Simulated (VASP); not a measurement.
# Si3P4 (I-43d) in VASP: notebook, part 2 of 2

VASP 6.6.1. The steps go on from the part before.

### 3 Single point, PBE

This run uses another cell than the first one, of 18.95 Å³/atom.

Input file INCAR:

```
SYSTEM = Si3P4
PREC = Accurate ; ENCUT = 520
EDIFF = 1E-6 ; ISMEAR = 0
SIGMA = 0.1 ; LREAL = .FALSE.
LASPH = .TRUE. ; NELM = 60
ALGO = Normal ; ISIF = 2
LWAVE = .FALSE. ; LCHARG = .TRUE.
GGA = PE ; LELF = .TRUE.
LVHAR = .TRUE. ; NBANDS = 45
```

Input file KPOINTS:

```
Automatic mesh
0
G
  4 4 4
  0 0 0
```

Input file POSCAR:

```
Si3P4
1.0
   -4.0481582912      4.0481582912      4.0481582912
    4.0481582912     -4.0481582912      4.0481582912
    4.0481582912      4.0481582912     -4.0481582912
Si P
6 8
Direct
    0.2500000000      0.1250000000      0.8750000000
    0.8750000000      0.2500000000      0.1250000000
    0.7500000000      0.3750000000      0.6250000000
    0.6250000000      0.7500000000      0.3750000000
    0.1250000000      0.8750000000      0.2500000000
    0.3750000000      0.6250000000      0.7500000000
    0.4913044646      0.4913044646      0.4913044646
    0.5086955354      0.5000000000      0.0000000000
    0.5000000000      0.0000000000      1.0086955354
    0.0000000000      0.5086955354      0.5000000000
    1.0086955354      0.5000000000      0.0000000000
   -0.0086955354     -0.0086955354     -0.0086955354
    0.0000000000      1.0086955354      0.5000000000
    0.5000000000      0.0000000000      0.5086955354
```

Potentials or basis: VASP PAW PBE potentials, release 64 (Si, P).

Run with:

```sh
$ cat potpaw_PBE.64/Si/POTCAR potpaw_PBE.64/P/POTCAR > POTCAR
$ mpirun -np 1 vasp_std > vasp.out
```

OUTCAR:

```text
SYSTEM = Si3P4
   PREC = Accurate
   ENCUT = 520
   EDIFF = 1E-6
   ISMEAR = 0
   LREAL = .FALSE.
   LASPH = .TRUE.
   NELM = 60
   ISIF = 2
   GGA = PE

 ion  position               nearest neighbor table
   1  0.250  0.125  0.875-  12 2.28   9 2.28   8 2.28  13 2.28
   2  0.875  0.250  0.125-  10 2.28   9 2.28  11 2.28  12 2.28
   3  0.750  0.375  0.625-  11 2.28  10 2.28   7 2.28  14 2.28
   4  0.625  0.750  0.375-   7 2.28   8 2.28  13 2.28  14 2.28
   5  0.125  0.875  0.250-  12 2.28  14 2.28  13 2.28  11 2.28
   6  0.375  0.625  0.750-   7 2.28   9 2.28   8 2.28  10 2.28
   7  0.491  0.491  0.491-   4 2.28   6 2.28   3 2.28
   8  0.509  0.500  0.000-   1 2.28   4 2.28   6 2.28
   9  0.500  0.000  0.009-   6 2.28   2 2.28   1 2.28
  10  0.000  0.509  0.500-   2 2.28   3 2.28   6 2.28
  11  0.009  0.500  0.000-   3 2.28   2 2.28   5 2.28
  12  0.991  0.991  0.991-   1 2.28   5 2.28   2 2.28
  13  0.000  0.009  0.500-   1 2.28   4 2.28   5 2.28
  14  0.500  0.000  0.509-   5 2.28   4 2.28   3 2.28

  LATTYP: Found a body centered cubic cell.
 ALAT       =     8.0963165824

  Lattice vectors:

 A1 = (  -4.0481582912,   4.0481582912,   4.0481582912)
 A2 = (   4.0481582912,  -4.0481582912,   4.0481582912)
 A3 = (   4.0481582912,   4.0481582912,  -4.0481582912)

Analysis of symmetry for initial positions (statically):
=====================================================================
 Subroutine PRICEL returns:
 Original cell was already a primitive cell.

 Routine SETGRP: Setting up the symmetry group for a
 body centered cubic supercell.

 Subroutine GETGRP returns: Found 24 space group operations
 (whereof  3 operations were pure point group operations)
 out of a pool of 48 trial point group operations.

The static configuration has the point symmetry C_3 .
 The point group associated with its full space group is T_d .

Analysis of symmetry for dynamics (positions and initial velocities):
=====================================================================
 Subroutine PRICEL returns:
 Original cell was already a primitive cell.

 Routine SETGRP: Setting up the symmetry group for a
 body centered cubic supercell.

 Subroutine GETGRP returns: Found 24 space group operations
 (whereof  3 operations were pure point group operations)
 out of a pool of 48 trial point group operations.

The dynamic configuration has the point symmetry C_3 .
 The point group associated with its full space group is T_d .

 Subroutine INISYM returns: Found 24 space group operations
 (whereof  3 operations are pure point group operations),
 and found     1 'primitive' translations

----------------------------------------------------------------------------------------

                                     Primitive cell

  volume of cell :     265.3582

  direct lattice vectors                    reciprocal lattice vectors
    -4.048158291  4.048158291  4.048158291     0.000000000  0.123512957  0.123512957
     4.048158291 -4.048158291  4.048158291     0.123512957  0.000000000  0.123512957
     4.048158291  4.048158291 -4.048158291     0.123512957  0.123512957  0.000000000

  length of vectors
     7.011615837  7.011615837  7.011615837     0.174673699  0.174673699  0.174673699
[... 74 lines left out ...]
   dimension x,y,z NGXF=   108 NGYF=  108 NGZF=  108
   ions per type =               6   8
   NGX,Y,Z   is equivalent  to a cutoff of  12.80, 12.80, 12.80 a.u.
   NGXF,Y,Z  is equivalent  to a cutoff of  25.61, 25.61, 25.61 a.u.
 SYSTEM =  Si3P4
   PREC   = accura    normal or accurate (medium, high low for compatibility)
   ISTART =      0    job   : 0-new  1-cont  2-samecut
   ICHARG =      2    charge: 1-file 2-atom 10-const
   ISPIN  =      1    spin polarized calculation?
   LNONCOLLINEAR =      F non collinear calculations
   LSORBIT =      F    spin-orbit coupling
   LASPH  =      T    aspherical Exc in radial PAW
   ENCUT  =  520.0 eV  38.22 Ry    6.18 a.u.  13.04 13.04 13.04*2*pi/ulx,y,z
   NELM   =     60;   NELMIN=  2; NELMDL= -5     # of ELM steps
   EDIFF  = 0.1E-05   stopping-criterion for ELM
   LREAL  =      F    real-space projection
   EDIFFG = 0.1E-04   stopping-criterion for IOM
   NSW    =      0    number of steps for IOM
   IBRION =     -1    ionic relax: 0-MD 1-quasi-New 2-CG
   NFREE  =      0    steps in history (QN), initial steepest desc. (CG)
   ISIF   =      2    stress and relaxation
   ISYM   =      2    0-nonsym 1-usesym 2-fastsym
   POTIM  = 0.5000    time-step for ionic-motion
   TEBEG  =    0.0;   TEEND  =   0.0 temperature during run
   PSTRESS=    0.0 pullay stress
   NELECT =      64.0000    total number of electrons
   NUPDOWN=      -1.0000    fix difference up-down
   EMIN   =  10.00;   EMAX   =-10.00  energy-range for DOS
   EFERMI =   0.00;   METHOD = LEGACY
   ISMEAR =     0;   SIGMA  =   0.10  broadening in eV -4-tet -1-fermi 0-gaus
   EFERMI_NEDOS =   21; number of points for ismear=-14 and -15
   IALGO  =     38    algorithm
   IMIX   =      4    mixing-type and parameters
     AMIX     =   0.40;   BMIX     =  1.00
     AMIX_MAG =   1.60;   BMIX_MAG =  1.00
  volume/ion in A,a.u.               =      18.95       127.91
  Fermi-wavevector in a.u.,A,eV,Ry     =   1.019039  1.925704 14.128832  1.038440
  Thomas-Fermi vector in A             =   2.152530
   LORBIT       =      0    0 simple, 1 ext, 2 COOP (PROOUT), +10 PAW based schemes
   GGA     = PE    functional components
   LHFCALC =     F    Hartree Fock is set to
   AEXX    =    0.0000 exact exchange contribution
   IVDW    =     0    specifies the selected vdW correction
   LEPSILON=     F    determine dielectric tensor
   LRPA    =     F    only Hartree local field effects (RPA)
 non-spin polarized calculation
 Gauss-broadening in eV      SIGMA  =   0.10
  energy-cutoff  :      520.00
  volume of cell :      265.36
 maximum number of plane-waves:      7166
 NGX is ok and might be reduce to    54
   NGX = 27   NGY = 27   NGZ = 27

 number of electron      63.9999993 magnetization

 Free energy of the ion-electron system (eV)
  ---------------------------------------------------
  ext. energy  EPLUGINS =         0.00000000
  ---------------------------------------------------
  free energy    TOTEN  =       -74.97604062 eV

  energy without entropy =      -74.95827549  energy(sigma->0) =      -74.96715805

 E-fermi :   6.3262     XC(G=0):  -9.8144

 val. band max:        6.3199814651   @ k =   0.0000   0.0000   0.0000
 cond. band min:       6.3928368537   @ k =   0.0000   0.0000   0.0000
 fundamental gap:      0.0728553887
 Fermi energy:         6.3261574612

 k-point     1 :       0.0000    0.0000    0.0000
  band No.  band energies     occupation
      1      -7.5742      2.00000
      2      -5.3907      2.00000
      3      -5.3907      2.00000
      4      -5.3907      2.00000
      5      -4.4384      2.00000
      6      -4.4384      2.00000
[... 365 lines left out ...]
     43      10.7105      0.00000
     44      10.7105      0.00000
 [bands above 44 left out]

------------------------ aborting loop because EDIFF is reached ----------------------------------------

  FORCE on cell =-STRESS in cart. coord.  units (eV):
  Direction    XX          YY          ZZ          XY          YZ          ZX
  --------------------------------------------------------------------------------------
  -------------------------------------------------------------------------------------
  Total       -0.7689437     -0.7689437     -0.7689437      0.0000000      0.0000000     -0.0000000
  in kB       -4.6427220     -4.6427220     -4.6427220      0.0000000      0.0000000     -0.0000000
  external PRESSURE =      -4.6427220 kB  Pullay stress =       0.0000000 kB

 VOLUME and BASIS-vectors are now :
 -----------------------------------------------------------------------------
  energy-cutoff  :      520.00
  volume of cell :      265.36
      direct lattice vectors                 reciprocal lattice vectors
    -4.048158291  4.048158291  4.048158291     0.000000000  0.123512957  0.123512957
     4.048158291 -4.048158291  4.048158291     0.123512957  0.000000000  0.123512957
     4.048158291  4.048158291 -4.048158291     0.123512957  0.123512957  0.000000000

 POSITION                                       TOTAL-FORCE (eV/Angst)
 -----------------------------------------------------------------------------------
      3.03612      4.04816     -2.02408        -0.000000     -0.000000      0.000000
     -2.02408      3.03612      4.04816        -0.000000     -0.000000      0.000000
      1.01204      4.04816      2.02408        -0.000000     -0.000000      0.000000
      2.02408      1.01204      4.04816        -0.000000     -0.000000      0.000000
      4.04816     -2.02408      3.03612        -0.000000     -0.000000      0.000000
      4.04816      2.02408      1.01204        -0.000000     -0.000000      0.000000
      1.98888      1.98888      1.98888        -0.002640     -0.002640     -0.002640
     -0.03520      0.03520      4.08336        -0.002640      0.002640      0.002640
     -1.98888      2.05928      1.98888         0.002640      0.002640     -0.002640
      4.08336     -0.03520      0.03520         0.002640     -0.002640      0.002640
      1.98888     -1.98888      2.05928        -0.002640      0.002640      0.002640
      4.01296      4.01296      4.01296        -0.002640     -0.002640     -0.002640
      2.05928      1.98888     -1.98888         0.002640     -0.002640      0.002640
      0.03520      4.08336     -0.03520         0.002640      0.002640     -0.002640
 -----------------------------------------------------------------------------------
    total drift:                               -0.000000     -0.000000     -0.000000

  FREE ENERGIE OF THE ION-ELECTRON SYSTEM (eV)
  ---------------------------------------------------
  free  energy   TOTEN  =       -74.9760406227 eV

  energy  without entropy=      -74.9582754865  energy(sigma->0) =      -74.96715805
```

Wall time 71 s (1 thread of Intel Xeon 6975P-C (Granite Rapids), shared host); peak memory 0.4 GiB.

What came out:

- Free energy: -74.9760 eV
- Pressure: -0.5 GPa
- Largest force: 0.005 eV/Å
- Band gap on the k mesh: zero (bands 32 and 33 overlap by 0.12 eV)

Forces on the atoms (eV/Å):
```
Si   0.000  0.000  0.000
Si   0.000  0.000  0.000
Si   0.000  0.000  0.000
Si   0.000  0.000  0.000
Si   0.000  0.000  0.000
Si   0.000  0.000  0.000
P   -0.003 -0.003 -0.003
P   -0.003  0.003  0.003
P    0.003  0.003 -0.003
P    0.003 -0.003  0.003
P   -0.003  0.003  0.003
P   -0.003 -0.003 -0.003
P    0.003 -0.003  0.003
P    0.003  0.003 -0.003
```

### 4 Relaxation of cell and atoms, PBE

Input file INCAR:

```
PREC = Accurate
ENCUT = 600
EDIFF = 1E-7
ISMEAR = 0
SIGMA = 0.1
LREAL = F
LASPH = T
NELM = 80
ALGO = Normal
ISIF = 3
LWAVE = F
LCHARG = F
GGA = PE
IBRION = 2
NSW = 90
EDIFFG = -0.04
```

Input file KPOINTS:

```
regular mesh
0
Gamma
  4 4 4
```

Input file POSCAR:

```
Si3P4
1.0
   -3.9828081900      3.9828081900      3.9828081900
    3.9828081900     -3.9828081900      3.9828081900
    3.9828081900      3.9828081900     -3.9828081900
Si P
6 8
Direct
    0.2500000000      0.1250000000      0.8750000000
    0.8750000000      0.2500000000      0.1250000000
    0.7500000000      0.3750000000      0.6250000000
    0.6250000000      0.7500000000      0.3750000000
    0.1250000000      0.8750000000      0.2500000000
    0.3750000000      0.6250000000      0.7500000000
    0.5551999800      0.5551999800      0.5551999800
    0.4448000200      0.5000000000      0.0000000000
    0.5000000000      0.0000000000      0.9448000200
    0.0000000000      0.4448000200      0.5000000000
    0.9448000200      0.5000000000      0.0000000000
    0.0551999800      0.0551999800      0.0551999800
    0.0000000000      0.9448000200      0.5000000000
    0.5000000000      0.0000000000      0.4448000200
```

Run with:

```sh
$ cat potpaw_PBE.64/Si/POTCAR potpaw_PBE.64/P/POTCAR > POTCAR
$ mpirun -np 1 vasp_std > vasp.out
```

Wall time 13 min (1 thread of Intel Xeon 6975P-C (Granite Rapids), shared host); peak memory 0.48 GiB.

It converged, with:

```
Free energy                           : -74.9793 eV
Relaxed volume                        : 18.80 Å³/atom
Relaxed cell                          : a = 6.993 Å, b = 6.993 Å, c = 6.993 Å, α = 109.47°, β = 109.47°, γ = 109.47°
Space group after relaxing (to 0.1 Å) : I-43d (No. 220)
Energy gained by relaxing             : 144.3 meV/atom
Ionic steps                           : 15
Pressure after relaxing               : -0.1 GPa
Largest force after relaxing          : 0.013 eV/Å
Band gap on the k mesh                : zero (bands 32 and 33 overlap by 0.16 eV)
```

Forces on the atoms (eV/Å):
```
Si   0.000  0.000  0.000
Si   0.000  0.000  0.000
Si   0.000  0.000  0.000
Si   0.000  0.000  0.000
Si   0.000  0.000  0.000
Si   0.000  0.000  0.000
P    0.008  0.008  0.008
P    0.008 -0.008 -0.008
P   -0.008 -0.008  0.008
P   -0.008  0.008 -0.008
P    0.008 -0.008 -0.008
P    0.008  0.008  0.008
P   -0.008  0.008 -0.008
P   -0.008 -0.008  0.008
```

Step by step:
| step | energy change (eV) | largest force (eV/Å) | pressure (GPa) | volume (Å³) |
| --- | --- | --- | --- | --- |
| 1 | 0.0000 | 0.4359 | 11.97 | 252.71 |
| 2 | -0.3801 | 0.2144 | -6.58 | 305.33 |
| 3 | -0.9427 | 0.2856 | -0.23 | 280.21 |
| 4 | -0.9427 | 0.2879 | -0.05 | 279.64 |
| 5 | -0.9727 | 0.3074 | -0.04 | 279.42 |
| 6 | -1.0732 | 0.3554 | -0.06 | 278.76 |
| 7 | -1.3058 | 0.4021 | -0.18 | 277.45 |
| 8 | -1.7615 | 0.2993 | -0.86 | 274.84 |
| 9 | -1.6630 | 0.5566 | -4.41 | 269.67 |
| 10 | -1.9509 | 0.0565 | -1.84 | 272.85 |
| 11 | -1.9607 | 0.0423 | -2.24 | 272.24 |
| 12 | -1.9913 | 0.0536 | -1.65 | 269.21 |
| 13 | -2.0141 | 0.0709 | -0.52 | 263.66 |
| 14 | -2.0170 | 0.0515 | -0.37 | 263.52 |
| 15 | -2.0200 | 0.0130 | -0.07 | 263.23 |

Final structure:
```yaml
crystal:
  lattice:
    - [-4.03729, 4.03729, 4.03729]
    - [4.03729, -4.03729, 4.03729]
    - [4.03729, 4.03729, -4.03729]
  atoms:
    - { symbol: Si, position: [0.25000, 0.12500, 0.87500] }
    - { symbol: Si, position: [0.87500, 0.25000, 0.12500] }
    - { symbol: Si, position: [0.75000, 0.37500, 0.62500] }
    - { symbol: Si, position: [0.62500, 0.75000, 0.37500] }
    - { symbol: Si, position: [0.12500, 0.87500, 0.25000] }
    - { symbol: Si, position: [0.37500, 0.62500, 0.75000] }
    - { symbol: P, position: [0.48908, 0.48908, 0.48908] }
    - { symbol: P, position: [0.51092, 0.50000, 0.00000] }
    - { symbol: P, position: [0.50000, 0.00000, 0.01092] }
    - { symbol: P, position: [0.00000, 0.51092, 0.50000] }
    - { symbol: P, position: [0.01092, 0.50000, 0.00000] }
    - { symbol: P, position: [0.98908, 0.98908, 0.98908] }
    - { symbol: P, position: [0.00000, 0.01092, 0.50000] }
    - { symbol: P, position: [0.50000, 0.00000, 0.51092] }
```

Levels at points of the mesh, in eV from the Fermi level:
| k point | band 28 | band 29 | band 30 | band 31 | band 32 | band 33 | band 34 | band 35 | band 36 | band 37 |
| --- | --- | --- | --- | --- | --- | --- | --- | --- | --- | --- |
| (0.00, 0.00, 0.00) | -1.56 | -1.03 | -0.04 | -0.04 | 0.08 | 0.08 | 0.08 | 0.39 | 0.39 | 0.39 |
| (0.50, 0.00, 0.00) | -1.86 | -1.19 | -1.19 | -0.23 | -0.23 | 1.23 | 1.23 | 1.69 | 1.69 | 2.05 |
| (0.50, 0.50, 0.50) | -2.15 | -2.15 | -2.15 | -1.18 | -1.18 | 1.29 | 1.29 | 1.29 | 1.29 | 1.29 |

### 5 Single point, PBE

This run uses another cell than the first one, of 18.87 Å³/atom.

Input file INCAR:

```
SYSTEM = Si3P4
ALGO = Normal ; EDIFF = 1E-7
ENCUT = 520 ; GGA = PE
ISIF = 2 ; ISMEAR = 0
LASPH = .True. ; LCHARG = .True.
LELF = .True. ; LREAL = .False.
LVHAR = .True. ; LWAVE = .False.
NBANDS = 45 ; NELM = 60
PREC = Accurate ; SIGMA = 0.1
```

Input file KPOINTS:

```
k-points
0
Gamma
  8 8 8
  0 0 0
```

Input file POSCAR:

```
Si3P4
1.0
   -4.0420653963      4.0420653963      4.0420653963
    4.0420653963     -4.0420653963      4.0420653963
    4.0420653963      4.0420653963     -4.0420653963
Si P
6 8
Direct
    0.2500000000      0.1250000000      0.8750000000
    0.8750000000      0.2500000000      0.1250000000
    0.7500000000      0.3750000000      0.6250000000
    0.6250000000      0.7500000000      0.3750000000
    0.1250000000      0.8750000000      0.2500000000
    0.3750000000      0.6250000000      0.7500000000
    0.4902163522      0.4902163522      0.4902163522
    0.5097836478      0.5000000000      0.0000000000
    0.5000000000      0.0000000000      0.0097836478
    0.0000000000      0.5097836478      0.5000000000
    0.0097836478      0.5000000000      0.0000000000
    0.9902163522      0.9902163522      0.9902163522
    0.0000000000      0.0097836478      0.5000000000
    0.5000000000      0.0000000000      0.5097836478
```

Run with:

```sh
$ cat potpaw_PBE.64/Si/POTCAR potpaw_PBE.64/P/POTCAR > POTCAR
$ mpirun -np 1 vasp_std > vasp.out
```

It took 4.7 min on 1 thread of Intel Xeon 6975P-C (Granite Rapids), shared host; peak memory 0.53 GiB.

The run converged. Its results:

* Free energy: -74.9691 eV
* Pressure: -0.1 GPa
* Band gap on the k mesh: zero (bands 32 and 33 overlap by 0.18 eV)

Forces in eV/Å, atoms in the order of the input:
```
Si   0.000  0.000  0.000
Si   0.000  0.000  0.000
Si   0.000  0.000  0.000
Si   0.000  0.000  0.000
Si   0.000  0.000  0.000
Si   0.000  0.000  0.000
P    0.001  0.001  0.001
P    0.001 -0.001 -0.001
P   -0.001 -0.001  0.001
P   -0.001  0.001 -0.001
P    0.001 -0.001 -0.001
P    0.001  0.001  0.001
P   -0.001  0.001 -0.001
P   -0.001 -0.001  0.001
```

Levels at points of the mesh, in eV from the Fermi level:
| k point | band 30 | band 31 | band 32 | band 33 | band 34 | band 35 |
| --- | --- | --- | --- | --- | --- | --- |
| (0.00, 0.00, 0.00) | 0.01 | 0.01 | 0.11 | 0.11 | 0.11 | 0.41 |
| (0.50, 0.00, 0.00) | -1.16 | -0.20 | -0.20 | 1.26 | 1.26 | 1.70 |
| (0.50, 0.50, 0.50) | -2.11 | -1.15 | -1.15 | 1.32 | 1.32 | 1.32 |

### 6 The runs side by side

| task | cell | k mesh | cutoff (eV) | gap on the mesh (eV) | pressure (GPa) | largest force (eV/Å) |
| --- | --- | --- | --- | --- | --- | --- |
| single point | a = 6.898 Å, angles 109.5°, 14 atoms, atomic positions A | 4 × 4 × 4 | 520 | 0.38 | 12.0 | 0.44 |
| single point | a = 7.012 Å, angles 109.5°, 14 atoms, atomic positions B | 4 × 4 × 4 | 520 | none | -0.5 | - |
| relaxation of cell and atoms | relaxed from a = 6.898 Å, angles 109.5°, 14 atoms, atomic positions A | 4 × 4 × 4 | 600 | none | -0.1 | 0.01 |
| single point | a = 7.001 Å, angles 109.5°, 14 atoms, atomic positions B | 8 × 8 × 8 | 520 | none | -0.1 | - |

Alike in all rows: level PBE; potentials or basis VASP PAW PBE potentials, release 64 (Si, P); no spin polarisation; smearing gaussian 0.1 eV.

Caveats: the cell stands under pressure (at least some runs).

Total energies depend on the potentials used, so only differences within one code and one set of settings carry meaning.
